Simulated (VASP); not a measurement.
# Mg (Pm-3m) in VASP: single point with PBEsol

Aim: the single point of Mg with PBEsol.

Everything below comes from runs of VASP 6.6.1. Logs are shortened: lines on timing, memory, paths and dates and some standing lists are left out, and cuts for length are marked.

### 1 The cell of the first run

It takes space group Pm-3m (No. 221, cubic). The conventional cell has a = 3.189 Å, b = 3.189 Å, c = 3.189 Å, α = 90.00°, β = 90.00°, γ = 90.00°. Mg (site symmetry m-3m) has 6 Mg at 3.19 Å within 4.2 Å.

### 2 Single point, PBEsol

INCAR reads:

```
  ALGO = Normal
  EDIFF = 1E-6
  ENCUT = 600
  GGA = PS
  GGA_COMPAT = False
  ISIF = 2
  ISMEAR = 0
  LASPH = True
  LCHARG = True
  LELF = True
  LREAL = False
  LVHAR = True
  LWAVE = False
  NBANDS = 9
  NELM = 120
  PREC = Accurate
  SIGMA = 0.1
```

KPOINTS reads:

```
k-points
0
Gamma
  8 8 8
```

POSCAR reads:

```
Mg
1.0
    0.0000000000      3.1890000000      3.1890000000
    3.1890000000      0.0000000000      3.1890000000
    3.1890000000      3.1890000000      0.0000000000
Mg
2
Direct
    0.2500000000      0.2500000000      0.2500000000
    0.7500000000      0.7500000000      0.7500000000
```

Potentials or basis: VASP PAW PBE potentials, release 64 (Mg).

Command:

```
$ cat potpaw_PBE.64/Mg/POTCAR > POTCAR
$ mpirun -np 1 vasp_std > vasp.out
```

OUTCAR:

```text
EDIFF = 1E-6
   ENCUT = 600
   GGA = PS
   ISIF = 2
   ISMEAR = 0
   LASPH = True
   LREAL = False
   NELM = 120
   PREC = Accurate

 ion  position               nearest neighbor table
   1  0.250  0.250  0.250-   2 3.19   2 3.19   2 3.19   2 3.19   2 3.19   2 3.19
   2  0.750  0.750  0.750-   1 3.19   1 3.19   1 3.19   1 3.19   1 3.19   1 3.19

  LATTYP: Found a face centered cubic cell.
 ALAT       =     6.3780000000

  Lattice vectors:

 A1 = (   0.0000000000,   3.1890000000,   3.1890000000)
 A2 = (   3.1890000000,   0.0000000000,   3.1890000000)
 A3 = (   3.1890000000,   3.1890000000,   0.0000000000)

Analysis of symmetry for initial positions (statically):
=====================================================================
 Subroutine PRICEL returns following result:

  LATTYP: Found a simple cubic cell.
 ALAT       =     3.1890000000

  Lattice vectors:

 A1 = (  -3.1890000000,   0.0000000000,   0.0000000000)
 A2 = (   0.0000000000,   0.0000000000,   3.1890000000)
 A3 = (   0.0000000000,   3.1890000000,   0.0000000000)

   2 primitive cells build up your supercell.

 Routine SETGRP: Setting up the symmetry group for a
 face centered cubic supercell.

 Subroutine GETGRP returns: Found 48 space group operations
 (whereof 48 operations were pure point group operations)
 out of a pool of 48 trial point group operations.

The static configuration has the point symmetry O_h .

Analysis of symmetry for dynamics (positions and initial velocities):
=====================================================================
 Subroutine PRICEL returns following result:

  LATTYP: Found a simple cubic cell.
 ALAT       =     3.1890000000

  Lattice vectors:

 A1 = (  -3.1890000000,   0.0000000000,   0.0000000000)
 A2 = (   0.0000000000,   0.0000000000,   3.1890000000)
 A3 = (   0.0000000000,   3.1890000000,   0.0000000000)

   2 primitive cells build up your supercell.

 Routine SETGRP: Setting up the symmetry group for a
 face centered cubic supercell.

 Subroutine GETGRP returns: Found 48 space group operations
 (whereof 48 operations were pure point group operations)
 out of a pool of 48 trial point group operations.

The dynamic configuration has the point symmetry O_h .

 Subroutine INISYM returns: Found 48 space group operations
 (whereof 48 operations are pure point group operations),
 and found     2 'primitive' translations

----------------------------------------------------------------------------------------

                                     Primitive cell

  volume of cell :      32.4312

  direct lattice vectors                    reciprocal lattice vectors
    -3.189000000  0.000000000  0.000000000    -0.313577924  0.000000000  0.000000000
     0.000000000  0.000000000  3.189000000     0.000000000  0.000000000  0.313577924
     0.000000000  3.189000000  0.000000000     0.000000000  0.313577924  0.000000000

  length of vectors
     3.189000000  3.189000000  3.189000000     0.313577924  0.313577924  0.313577924

  position of ions in fractional coordinates (direct lattice)
     0.500000000  0.500000000  0.500000000

  ion indices of the primitive-cell ions
   primitive index   ion index
                 1           1

----------------------------------------------------------------------------------------

 KPOINTS: k-points

Automatic generation of k-mesh.
 Grid dimensions read from file:
 generate k-points for:    8    8    8

 Generating k-lattice:

  Cartesian coordinates                     Fractional coordinates (reciprocal lattice)
    -0.019598620  0.019598620  0.019598620     0.125000000  0.000000000  0.000000000
     0.019598620 -0.019598620  0.019598620     0.000000000  0.125000000  0.000000000
     0.019598620  0.019598620 -0.019598620     0.000000000  0.000000000  0.125000000

  Length of vectors
     0.033945806  0.033945806  0.033945806

  Shift w.r.t. Gamma in fractional coordinates (k-lattice)
     0.000000000  0.000000000  0.000000000

 Subroutine IBZKPT returns following result:
 ===========================================

 Found     29 irreducible k-points:

 Following reciprocal coordinates:
            Coordinates               Weight
  0.000000  0.000000  0.000000      1.000000
  0.125000  0.000000  0.000000      8.000000
  0.250000  0.000000  0.000000      8.000000
  0.375000  0.000000  0.000000      8.000000
  0.500000  0.000000  0.000000      4.000000
  0.125000  0.125000  0.000000      6.000000
[... 16 lines left out ...]
  0.500000  0.250000  0.125000     48.000000
 -0.375000  0.250000  0.125000     24.000000
 [... further k-points ...]
   k-points           NKPTS =     29   k-points in BZ     NKDIM =     29   number of bands    NBANDS=      9
   number of dos      NEDOS =    301   number of ions     NIONS =      2
   total plane-waves  NPLWV =  46656
   dimension x,y,z NGX =    36 NGY =   36 NGZ =   36
   dimension x,y,z NGXF=    72 NGYF=   72 NGZF=   72
   ions per type =               2
   NGX,Y,Z   is equivalent  to a cutoff of  13.27, 13.27, 13.27 a.u.
   NGXF,Y,Z  is equivalent  to a cutoff of  26.54, 26.54, 26.54 a.u.
 SYSTEM =  unknown system
   PREC   = accura    normal or accurate (medium, high low for compatibility)
   ISTART =      0    job   : 0-new  1-cont  2-samecut
   ICHARG =      2    charge: 1-file 2-atom 10-const
   ISPIN  =      1    spin polarized calculation?
   LNONCOLLINEAR =      F non collinear calculations
   LSORBIT =      F    spin-orbit coupling
   LASPH  =      T    aspherical Exc in radial PAW
   ENCUT  =  600.0 eV  44.10 Ry    6.64 a.u.   9.01  9.01  9.01*2*pi/ulx,y,z
   NELM   =    120;   NELMIN=  2; NELMDL= -5     # of ELM steps
   EDIFF  = 0.1E-05   stopping-criterion for ELM
   LREAL  =      F    real-space projection
   EDIFFG = 0.1E-04   stopping-criterion for IOM
   NSW    =      0    number of steps for IOM
   IBRION =     -1    ionic relax: 0-MD 1-quasi-New 2-CG
   NFREE  =      0    steps in history (QN), initial steepest desc. (CG)
   ISIF   =      2    stress and relaxation
   ISYM   =      2    0-nonsym 1-usesym 2-fastsym
   POTIM  = 0.5000    time-step for ionic-motion
   TEBEG  =    0.0;   TEEND  =   0.0 temperature during run
   PSTRESS=    0.0 pullay stress
   NELECT =       4.0000    total number of electrons
   NUPDOWN=      -1.0000    fix difference up-down
   EMIN   =  10.00;   EMAX   =-10.00  energy-range for DOS
   EFERMI =   0.00;   METHOD = LEGACY
   ISMEAR =     0;   SIGMA  =   0.10  broadening in eV -4-tet -1-fermi 0-gaus
   EFERMI_NEDOS =   21; number of points for ismear=-14 and -15
   IALGO  =     38    algorithm
   IMIX   =      4    mixing-type and parameters
     AMIX     =   0.40;   BMIX     =  1.00
     AMIX_MAG =   1.60;   BMIX_MAG =  1.00
  volume/ion in A,a.u.               =      32.43       218.86
  Fermi-wavevector in a.u.,A,eV,Ry     =   0.646791  1.222257  5.691834  0.418338
  Thomas-Fermi vector in A             =   1.714888
   LORBIT       =      0    0 simple, 1 ext, 2 COOP (PROOUT), +10 PAW based schemes
   GGA     = PS    functional components
   LHFCALC =     F    Hartree Fock is set to
   AEXX    =    0.0000 exact exchange contribution
   IVDW    =     0    specifies the selected vdW correction
   LEPSILON=     F    determine dielectric tensor
   LRPA    =     F    only Hartree local field effects (RPA)
 non-spin polarized calculation
 Gauss-broadening in eV      SIGMA  =   0.10
  energy-cutoff  :      600.00
  volume of cell :       64.86
 maximum number of plane-waves:      2200
   NGX = 17   NGY = 17   NGZ = 17

 number of electron       4.0000000 magnetization

 Free energy of the ion-electron system (eV)
  ---------------------------------------------------
  ext. energy  EPLUGINS =         0.00000000
  ---------------------------------------------------
  free energy    TOTEN  =        -2.51990934 eV

  energy without entropy =       -2.51062235  energy(sigma->0) =       -2.51526584

 E-fermi :   0.9702     XC(G=0):  -7.4806

 val. band max:        0.9689621422   @ k =   0.5000   0.3750   0.1250
 cond. band min:       1.0129035524   @ k =  -0.3750   0.2500   0.0000
 fundamental gap:      0.0439414102
 Fermi energy:         0.9701832721

 k-point     1 :       0.0000    0.0000    0.0000
  band No.  band energies     occupation
      1      -4.6063      2.00000
      2       4.8977      0.00000
      3       4.8977      0.00000
      4       4.8977      0.00000
      5       6.4127      0.00000
      6       6.4127      0.00000
      7       6.4127      0.00000
      8       7.7107      0.00000
      9       8.5380      0.00000

 k-point     2 :       0.1250    0.0000    0.0000
  band No.  band energies     occupation
      1      -4.4341      2.00000
      2       3.4191      0.00000
      3       4.6658      0.00000
      4       4.6658      0.00000
      5       6.4719      0.00000
      6       6.9661      0.00000
      7       6.9661      0.00000
      8       7.3635      0.00000
      9       7.3635      0.00000

 k-point     3 :       0.2500    0.0000    0.0000
  band No.  band energies     occupation
      1      -3.9190      2.00000
      2       1.4156      0.00000
      3       4.4081      0.00000
      4       4.4081      0.00000
      5       6.1641      0.00000
      6       6.1641      0.00000
      7       6.2194      0.00000
      8       7.8901      0.00000
      9       8.1880      0.00000

 k-point     4 :       0.3750    0.0000    0.0000
  band No.  band energies     occupation
      1      -3.0653      2.00000
      2      -0.3785      2.00000
      3       4.3941      0.00000
      4       4.3941      0.00000
      5       5.2645      0.00000
      6       5.2645      0.00000
      7       6.1904      0.00000
      8       7.0502      0.00000
      9       9.8062      0.00000
[... 205 lines left out ...]
 k-point    22 :       0.3750    0.2500    0.1250
  band No.  band energies     occupation
      1      -3.4643      2.00000
      2       1.6290      0.00000
      3       2.0851      0.00000
      4       3.6122      0.00000
      5       4.9598      0.00000
      6       5.9534      0.00000
      7       7.0654      0.00000
      8       9.0436      0.00000
      9       9.2708      0.00000

 k-point    23 :       0.5000    0.2500    0.1250
  band No.  band energies     occupation
      1      -2.6159      2.00000
      2       0.0402      2.00000
      3       1.8531      0.00000
      4       2.7042      0.00000
      5       5.2709      0.00000
      6       6.1993      0.00000
      7       7.1754      0.00000
      8       9.2150      0.00000
      9       9.7299      0.00000

 k-point    24 :      -0.3750    0.2500    0.1250
  band No.  band energies     occupation
      1      -1.4407      2.00000
      2      -1.4407      2.00000
      3       2.1135      0.00000
      4       2.1135      0.00000
      5       5.6002      0.00000
      6       5.6002      0.00000
      7       8.7523      0.00000
      8       8.7523      0.00000
      9       9.8019      0.00000

 [... further k-points ...]

------------------------ aborting loop because EDIFF is reached ----------------------------------------

  FORCE on cell =-STRESS in cart. coord.  units (eV):
  Direction    XX          YY          ZZ          XY          YZ          ZX
  --------------------------------------------------------------------------------------
  -------------------------------------------------------------------------------------
  Total       -1.2105463     -1.2105463     -1.2105463      0.0000000      0.0000000     -0.0000000
  in kB      -29.9018761    -29.9018761    -29.9018761      0.0000000      0.0000000     -0.0000000
  external PRESSURE =     -29.9018761 kB  Pullay stress =       0.0000000 kB

 VOLUME and BASIS-vectors are now :
 -----------------------------------------------------------------------------
  energy-cutoff  :      600.00
  volume of cell :       64.86
      direct lattice vectors                 reciprocal lattice vectors
     0.000000000  3.189000000  3.189000000    -0.156788962  0.156788962  0.156788962
     3.189000000  0.000000000  3.189000000     0.156788962 -0.156788962  0.156788962
     3.189000000  3.189000000  0.000000000     0.156788962  0.156788962 -0.156788962

 POSITION                                       TOTAL-FORCE (eV/Angst)
 -----------------------------------------------------------------------------------
      1.59450      1.59450      1.59450         0.000000      0.000000      0.000000
      4.78350      4.78350      4.78350        -0.000000     -0.000000     -0.000000
 -----------------------------------------------------------------------------------
    total drift:                                0.000000     -0.000000      0.000000

  FREE ENERGIE OF THE ION-ELECTRON SYSTEM (eV)
  ---------------------------------------------------
  free  energy   TOTEN  =        -2.5199093407 eV

  energy  without entropy=       -2.5106223484  energy(sigma->0) =       -2.51526584
```

Run time: 9.7 s. Hardware: 1 thread of AMD EPYC 9R45 (Zen 5), shared host; peak memory 0.17 GiB.

What came out:

```
Free energy            : -2.5199 eV
Pressure               : -3.0 GPa
Band gap on the k mesh : zero (band 2 reaches 4.90 eV, above the bottom of band 3 at -0.20 eV)
```

Levels at points of the mesh, in eV from the Fermi level:
| k point | band 1 | band 2 | band 3 | band 4 | band 5 | band 6 | band 7 |
| --- | --- | --- | --- | --- | --- | --- | --- |
| (0.00, 0.00, 0.00) | -5.58 | 3.93 | 3.93 | 3.93 | 5.44 | 5.44 | 5.44 |
| (0.50, 0.00, 0.00) | -2.85 | -2.85 | 3.71 | 3.71 | 3.71 | 3.71 | 5.50 |
| (0.50, 0.50, 0.00) | -2.27 | -1.60 | 1.20 | 1.20 | 1.46 | 2.76 | 9.70 |

Caveat: the PAW data sets were made with another functional, which shifts forces and pressure a little.
